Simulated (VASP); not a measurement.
# LiTiH6O2F6 (P321) in VASP: further runs

LiTiH6O2F6 is run at these levels: PBE, r2SCAN; tasks: electric field gradients.

All numbers are computed with VASP 6.6.1; they aren't measurements. Logs are shortened: lines on timing, memory, paths and dates and some standing lists are left out, and cuts for length are marked.

## Step 1: The cell of the first run

Symmetry: P321, No. 150, trigonal system. Conventional cell: a = 6.136 Å, b = 6.136 Å, c = 5.615 Å, α = 90.00°, β = 90.00°, γ = 120.00°. Li (site symmetry 32) has 6 F at 2.12 Å within 2.8 Å. Within 2.6 Å of Ti (site symmetry 32) lie 6 F at 1.99 Å. Within 1.4 Å of H (site symmetry 1) lie 1 O at 1.03 Å. O (site symmetry 3) has 3 H at 1.03 Å within 1.4 Å. Within 1.9 Å of F (site symmetry 1) lie 1 H at 1.44 Å.

## Step 2: Electric field gradients, PBE, collinear spin, ferromagnetic start

The input, INCAR:

```
SYSTEM = LiTiH6O2F6
PREC = Accurate
ENCUT = 520
EDIFF = 1E-8
ISMEAR = -1
SIGMA = 0.02
LREAL = Auto
LASPH = .TRUE.
NELM = 150
ALGO = Normal
ISIF = 2
LWAVE = .FALSE.
LCHARG = .FALSE.
ISPIN = 2
MAGMOM = 0 1 0 0 0 0 0 0 0 0 0 0 0 0 0 0
LORBIT = 11
LMAXMIX = 4
GGA = PE
LEFG = .TRUE.
NBANDS = 56
```

The input, KPOINTS:

```
regular mesh
0
G
  5 5 4
  0 0 0
```

The input, POSCAR:

```
LiTiH6O2F6
1.0
    6.1359104610      0.0000000000      0.0000000000
   -3.0679552305      5.3138543346      0.0000000000
    0.0000000000      0.0000000000      5.6151890000
Li Ti H O F
1 1 6 2 6
Direct
    0.0000000000      0.0000000000      0.5000000000
    0.0000000000      0.0000000000      0.0000000000
    0.1859310000      0.4931480000      0.2760630000
    0.5068520000      0.6927830000      0.2760630000
    0.4931480000      0.1859310000      0.7239370000
    0.3072170000      0.8140690000      0.2760630000
    0.6927830000      0.5068520000      0.7239370000
    0.8140690000      0.3072170000      0.7239370000
    0.3333333333      0.6666666667      0.3229850000
    0.6666666667      0.3333333333      0.6770150000
    0.2501020000      0.0118600000      0.2341360000
    0.9881400000      0.2382420000      0.2341360000
    0.0118600000      0.2501020000      0.7658640000
    0.7617580000      0.7498980000      0.2341360000
    0.2382420000      0.9881400000      0.7658640000
    0.7498980000      0.7617580000      0.7658640000
```

Potentials or basis: VASP PAW PBE potentials, release 64 (Li_sv, Ti_sv, H, O, F).

Started as:

```
cat potpaw_PBE.64/Li_sv/POTCAR potpaw_PBE.64/Ti_sv/POTCAR potpaw_PBE.64/H/POTCAR potpaw_PBE.64/O/POTCAR potpaw_PBE.64/F/POTCAR > POTCAR
mpirun -np 1 vasp_std > vasp.out
```

OUTCAR:

```text
SYSTEM = LiTiH6O2F6
   PREC = Accurate
   ENCUT = 520
   EDIFF = 1E-8
   ISMEAR = -1
   LREAL = Auto
   LASPH = .TRUE.
   NELM = 150
   ISIF = 2
   ISPIN = 2
   LORBIT = 11
   GGA = PE

 ion  position               nearest neighbor table
   1  0.000  0.000  0.500-  11 2.12  15 2.12  12 2.12  16 2.12  13 2.12  14 2.12
   2  0.000  0.000  0.000-  11 1.99  15 1.99  12 1.99  16 1.99  13 1.99  14 1.99
   3  0.186  0.493  0.276-   9 1.03
   4  0.507  0.693  0.276-   9 1.03
   5  0.493  0.186  0.724-  10 1.03
   6  0.307  0.814  0.276-   9 1.03
   7  0.693  0.507  0.724-  10 1.03
   8  0.814  0.307  0.724-  10 1.03
   9  0.333  0.667  0.323-   6 1.03   3 1.03   4 1.03
  10  0.667  0.333  0.677-   8 1.03   5 1.03   7 1.03
  11  0.250  0.012  0.234-   2 1.99   1 2.12
  12  0.988  0.238  0.234-   2 1.99   1 2.12
  13  0.012  0.250  0.766-   2 1.99   1 2.12
  14  0.762  0.750  0.234-   2 1.99   1 2.12
  15  0.238  0.988  0.766-   2 1.99   1 2.12
  16  0.750  0.762  0.766-   2 1.99   1 2.12

  LATTYP: Found a hexagonal cell.
 ALAT       =     6.1359104610
 C/A-ratio  =     0.9151354205

  Lattice vectors:

 A1 = (   6.1359104610,   0.0000000000,   0.0000000000)
 A2 = (  -3.0679552305,   5.3138543346,   0.0000000000)
 A3 = (   0.0000000000,   0.0000000000,   5.6151890000)

Analysis of symmetry for initial positions (statically):
=====================================================================
 Subroutine PRICEL returns:
 Original cell was already a primitive cell.

 Routine SETGRP: Setting up the symmetry group for a
 hexagonal supercell.

 Subroutine GETGRP returns: Found  6 space group operations
 (whereof  6 operations were pure point group operations)
 out of a pool of 24 trial point group operations.

The static configuration has the point symmetry D_3 .

Analysis of symmetry for dynamics (positions and initial velocities):
=====================================================================
 Subroutine PRICEL returns:
 Original cell was already a primitive cell.

 Routine SETGRP: Setting up the symmetry group for a
 hexagonal supercell.

 Subroutine GETGRP returns: Found  6 space group operations
 (whereof  6 operations were pure point group operations)
 out of a pool of 24 trial point group operations.

The dynamic configuration has the point symmetry D_3 .

Analysis of structural, dynamic, and magnetic symmetry:
=====================================================================
 Subroutine PRICEL returns:
 Original cell was already a primitive cell.

 Routine SETGRP: Setting up the symmetry group for a
 hexagonal supercell.

 Subroutine GETGRP returns: Found  6 space group operations
 (whereof  6 operations were pure point group operations)
 out of a pool of 24 trial point group operations.

The overall configuration has the point symmetry D_3 .

 Subroutine INISYM returns: Found  6 space group operations
 (whereof  6 operations are pure point group operations),
 and found     1 'primitive' translations

----------------------------------------------------------------------------------------

                                     Primitive cell

  volume of cell :     183.0851

  direct lattice vectors                    reciprocal lattice vectors
     6.135910461  0.000000000  0.000000000     0.162974999  0.094093659  0.000000000
    -3.067955230  5.313854335  0.000000000     0.000000000  0.188187319  0.000000000
     0.000000000  0.000000000  5.615189000     0.000000000  0.000000000  0.178088396

  length of vectors
     6.135910461  6.135910461  5.615189000     0.188187319  0.188187319  0.178088396

  position of ions in fractional coordinates (direct lattice)
     0.000000000  0.000000000  0.500000000
     0.000000000  0.000000000  0.000000000
     0.185931000  0.493148000  0.276063000
     0.506852000  0.692783000  0.276063000
     0.493148000  0.185931000  0.723937000
     0.307217000  0.814069000  0.276063000
[... 135 lines left out ...]
  ext. energy  EPLUGINS =         0.00000000
  ---------------------------------------------------
  free energy    TOTEN  =       -82.26955829 eV

  energy without entropy =      -82.26799617  energy(sigma->0) =      -82.26877723

 E-fermi :   1.6174     XC(G=0):  -7.6554

 val. band max:        1.5670458050   @ k =   0.0000   0.0000   0.5000
 cond. band min:       1.7007242021   @ k =   0.4000   0.0000   0.0000
 fundamental gap:      0.1336783972
 Fermi energy:         1.6174168179

 spin component 1

 k-point     1 :       0.0000    0.0000    0.0000
  band No.  band energies     occupation
      1     -57.6198      1.00000
      2     -45.1218      1.00000
      3     -34.1105      1.00000
      4     -34.1105      1.00000
      5     -33.6495      1.00000
      6     -23.9981      1.00000
[... 873 lines left out ...]
     48       7.6407      0.00000
     49       9.6918      0.00000
 Fermi energy:         1.6174168179

 spin component 2

 k-point     1 :       0.0000    0.0000    0.0000
  band No.  band energies     occupation
      1     -56.7631      1.00000
      2     -45.1219      1.00000
      3     -33.5261      1.00000
      4     -33.5261      1.00000
      5     -32.2845      1.00000
      6     -23.9877      1.00000
[... 873 lines left out ...]
     48       7.6409      0.00000
     49       9.7650      0.00000
 [bands above 49 left out]

------------------------ aborting loop because EDIFF is reached ----------------------------------------

  FORCE on cell =-STRESS in cart. coord.  units (eV):
  Direction    XX          YY          ZZ          XY          YZ          ZX
  --------------------------------------------------------------------------------------
  -------------------------------------------------------------------------------------
  Total        0.7898284      0.7898284     -0.2081832      0.0000000      0.0000000      0.0000000
  in kB        6.9117857      6.9117857     -1.8218105      0.0000000      0.0000000      0.0000000
  external PRESSURE =       4.0005870 kB  Pullay stress =       0.0000000 kB

 VOLUME and BASIS-vectors are now :
 -----------------------------------------------------------------------------
  energy-cutoff  :      520.00
  volume of cell :      183.09
      direct lattice vectors                 reciprocal lattice vectors
     6.135910461  0.000000000  0.000000000     0.162974999  0.094093659  0.000000000
    -3.067955230  5.313854335  0.000000000     0.000000000  0.188187319  0.000000000
     0.000000000  0.000000000  5.615189000     0.000000000  0.000000000  0.178088396

 POSITION                                       TOTAL-FORCE (eV/Angst)
 -----------------------------------------------------------------------------------
      0.00000      0.00000      2.80759         0.000000     -0.000000      0.000000
      0.00000      0.00000      0.00000         0.000000     -0.000000      0.000000
     -0.37210      2.62052      1.55015         0.033128      0.011680      0.016093
      0.98457      3.68135      1.55015        -0.026679      0.022849      0.016093
      2.45548      0.98801      4.06504        -0.006448      0.034530     -0.016093
     -0.61247      4.32584      1.55015        -0.006448     -0.034530      0.016093
[... 8 lines left out ...]
     -1.56974      5.25083      4.30047        -0.038129     -0.010159     -0.002302
      2.26427      4.04787      4.30047         0.010266      0.038101     -0.002302
 -----------------------------------------------------------------------------------
    total drift:                                0.000001      0.000001      0.000000

  FREE ENERGIE OF THE ION-ELECTRON SYSTEM (eV)
  ---------------------------------------------------
  free  energy   TOTEN  =       -82.2695582877 eV

  energy  without entropy=      -82.2679961663  energy(sigma->0) =      -82.26877723

 Electric field gradients (V/A^2)
---------------------------------------------------------------------
 ion       V_xx      V_yy      V_zz      V_xy      V_xz      V_yz
---------------------------------------------------------------------
   1      -0.024    -0.023     0.047     0.001     0.000    -0.000
   2      68.049    68.047  -136.097    -0.001    -0.000     0.000
   3      -4.416    14.625   -10.209     9.434     3.060     7.582
   4      18.036    -7.826   -10.210     3.530    -8.096    -1.141
   5       1.695     8.514   -10.209    12.962    -5.036    -6.441
   6       1.696     8.513   -10.209   -12.963     5.036    -6.442
[... 8 lines left out ...]
  15      15.654    -6.124    -9.530    29.594   -46.885    -4.327
  16     -26.309    35.840    -9.531    -5.361    19.695    42.767
---------------------------------------------------------------------

 Electric field gradients after diagonalization (V/A^2)
 (convention: |V_zz| > |V_xx| > |V_yy|)
----------------------------------------------------------------------
 ion       V_xx      V_yy      V_zz     asymmetry (V_yy - V_xx)/ V_zz
----------------------------------------------------------------------
   1      -0.024    -0.022     0.047       0.043
   2      68.050    68.047  -136.097       0.000
   3     -12.375    -8.298    20.672       0.197
   4     -12.375    -8.298    20.674       0.197
   5     -12.375    -8.298    20.672       0.197
   6     -12.374    -8.299    20.673       0.197
[... 8 lines left out ...]
  15     -51.036   -10.895    61.932       0.648
  16     -51.034   -10.899    61.932       0.648
----------------------------------------------------------------------

           NMR quadrupolar parameters

 Cq : quadrupolar parameter    Cq=e*Q*V_zz/h
 eta: asymmetry parameters     (V_yy - V_xx)/ V_zz
 Q  : nuclear electric quadrupole moment in mb (millibarn)
----------------------------------------------------------------------
 ion       Cq(MHz)       eta       Q (mb)
----------------------------------------------------------------------
   1       0.000       0.043       1.000
   2      -0.329       0.000       1.000
   3       0.050       0.197       1.000
   4       0.050       0.197       1.000
   5       0.050       0.197       1.000
   6       0.050       0.197       1.000
[... 8 lines left out ...]
  15       0.150       0.648       1.000
  16       0.150       0.648       1.000
----------------------------------------------------------------------

 total charge

# of ion       s       p       d       tot
------------------------------------------
    1        2.007   0.033   0.000   2.040
    2        2.158   6.166   1.814  10.138
    3        0.527   0.118   0.000   0.645
    4        0.527   0.118   0.000   0.645
    5        0.527   0.118   0.000   0.645
    6        0.527   0.118   0.000   0.645
[... 8 lines left out ...]
   15        1.737   4.373   0.000   6.110
   16        1.737   4.373   0.000   6.110
--------------------------------------------------
tot         20.837  40.614   1.814  63.265

 magnetization (x)

# of ion       s       p       d       tot
------------------------------------------
    1        0.000  -0.000   0.000  -0.000
    2        0.010   0.005   0.861   0.877
    3        0.000  -0.000   0.000   0.000
    4        0.000  -0.000   0.000   0.000
    5        0.000  -0.000   0.000   0.000
    6        0.000  -0.000   0.000   0.000
[... 8 lines left out ...]
   15       -0.000   0.002   0.000   0.002
   16       -0.000   0.002   0.000   0.002
--------------------------------------------------
tot          0.010   0.016   0.861   0.887
```

It took 4.5 min on 1 thread of Intel Xeon 6975P-C (Granite Rapids), shared host; peak memory 0.49 GiB.

Results:

| Item | Value |
| --- | --- |
| Free energy | -82.2696 eV |
| Largest force | 0.040 eV/Å |
| Band gap on the k mesh | 0.13 eV, indirect (least direct gap 0.21 eV) |
| Net moment | 1.00 μB per cell |
| Site moments | Li -0.00; Ti +0.88; H +0.00; O -0.00; F +0.00 μB |
| Valence electrons inside the program's atomic spheres | Li 2.04; Ti 10.14; H 0.65; O 5.28; F 6.11 |

Forces in eV/Å, atoms in the order of the input:
```
Li   0.000  0.000  0.000
Ti   0.000  0.000  0.000
H    0.033  0.012  0.016
H   -0.027  0.023  0.016
H   -0.006  0.035 -0.016
H   -0.006 -0.035  0.016
H    0.033 -0.012 -0.016
H   -0.027 -0.023 -0.016
O    0.000  0.000  0.033
O    0.000  0.000 -0.033
F   -0.038  0.010  0.002
F    0.010 -0.038  0.002
F    0.028 -0.028 -0.002
F    0.028  0.028  0.002
F   -0.038 -0.010 -0.002
F    0.010  0.038 -0.002
```

Levels at points of the mesh, in eV from the valence-band top:
Spin up:
| k point | band 34 | band 35 | band 36 | band 37 | band 38 | band 39 | band 40 | band 41 | band 42 | band 43 |
| --- | --- | --- | --- | --- | --- | --- | --- | --- | --- | --- |
| (0.00, 0.00, 0.00) | -5.58 | -5.45 | -5.36 | -5.36 | -0.08 | 0.15 | 0.15 | 1.77 | 2.18 | 2.18 |
| (0.00, 0.00, 0.50) | -5.71 | -5.64 | -5.64 | -5.39 | 0.00 | 0.22 | 0.22 | 2.10 | 2.10 | 2.92 |
Spin down:
```csv
k point,band 35,band 36,band 37,band 38,band 39,band 40
"(0.00, 0.00, 0.00)",-5.45,-5.32,-5.32,0.74,0.74,1.50
"(0.00, 0.00, 0.50)",-5.62,-5.62,-5.39,0.80,0.80,1.86
```

Electric field gradients, principal values (V/Å²):
| atom | least | middle | greatest (by size) |
| --- | --- | --- | --- |
| 1 Li | -0.022 | -0.024 | 0.047 |
| 2 Ti | 68.047 | 68.050 | -136.097 |
| 3 H | -8.298 | -12.375 | 20.672 |
| 4 H | -8.298 | -12.375 | 20.674 |
| 5 H | -8.298 | -12.375 | 20.672 |
| 6 H | -8.299 | -12.374 | 20.673 |
| 7 H | -8.298 | -12.375 | 20.674 |
| 8 H | -8.299 | -12.374 | 20.673 |
| 9 O | 68.731 | 68.736 | -137.467 |
| 10 O | 68.731 | 68.736 | -137.467 |
| 11 F | -10.895 | -51.034 | 61.929 |
| 12 F | -10.895 | -51.036 | 61.932 |
| 13 F | -10.895 | -51.034 | 61.929 |
| 14 F | -10.899 | -51.034 | 61.932 |
| 15 F | -10.895 | -51.036 | 61.932 |
| 16 F | -10.899 | -51.034 | 61.932 |

Caveat: the cutoff is under 1.25 times the usual one of these potentials, so pressure, stress and relaxed cells hold a basis-set (Pulay) error; without QUAD_EFG the Cq values of the log hold for a quadrupole moment of 1 mb, not for the nuclei. A k mesh can miss the band edges.

(Continued in part 2 of 2.)
